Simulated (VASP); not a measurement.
Set up this calculation in VASP 6.6.1, as the native input.

```yaml
Task: single point
Functional: LDA
Potentials_or_basis: VASP PAW LDA potentials, release 64 (Ti_sv, Al)
Cutoff: 520 eV
k_mesh: 12 × 12 × 12
Occupations: fermi-dirac, width 0.15 eV
Spin: no spin polarisation
Dipole_correction: no
Further_INCAR_settings: ALGO = Fast; EDIFF = 1e-06; NBANDS = 14
```

The structure of TiAl (dq13) lies in POSCAR:

```
TiAl
1.0
    2.7689159860      0.0000000000      0.0000000000
    0.0000000000      2.7689159860      0.0000000000
    0.0000000000      0.0000000000      3.9980722979
Ti Al
1 1
Direct
    0.5000000000      0.5000000000      0.5000000000
    0.0000000000      0.0000000000      0.0000000000
```

These files were run (other wordings do the same):

INCAR

```
SYSTEM = TiAl
ALGO     = Fast           ! electronic algorithm
EDIFF    = 1E-6           ! SCF threshold, eV
ENCUT    = 520            ! plane-wave cutoff, eV
ISIF     = 2              ! what is computed and relaxed
ISMEAR   = -1             ! smearing method
LASPH    = .True.         ! aspherical terms in the spheres
LCHARG   = .False.        ! write CHGCAR
LREAL    = .False.        ! projectors in reciprocal space
LWAVE    = .False.        ! write WAVECAR
NBANDS   = 14             ! bands
NELM     = 60             ! most SCF steps
PREC     = Accurate       ! precision mode
SIGMA    = 0.15           ! smearing width, eV
```

KPOINTS

```
k-points
0
Gamma
  12 12 12
  0 0 0
```

Potentials or basis: VASP PAW LDA potentials, release 64 (Ti_sv, Al).

Run with:

```console
$ cat potpaw_LDA.64/Ti_sv/POTCAR potpaw_LDA.64/Al/POTCAR > POTCAR
$ mpirun -np 1 vasp_std > vasp.out
```

It gave:

| Quantity | Value |
| --- | --- |
| Pressure | 0.2 GPa |

Wall time 68 s on 1 thread of Intel(R) Xeon(R) 6975P-C (Granite Rapids), on a shared host, peak memory 0.2 GiB.
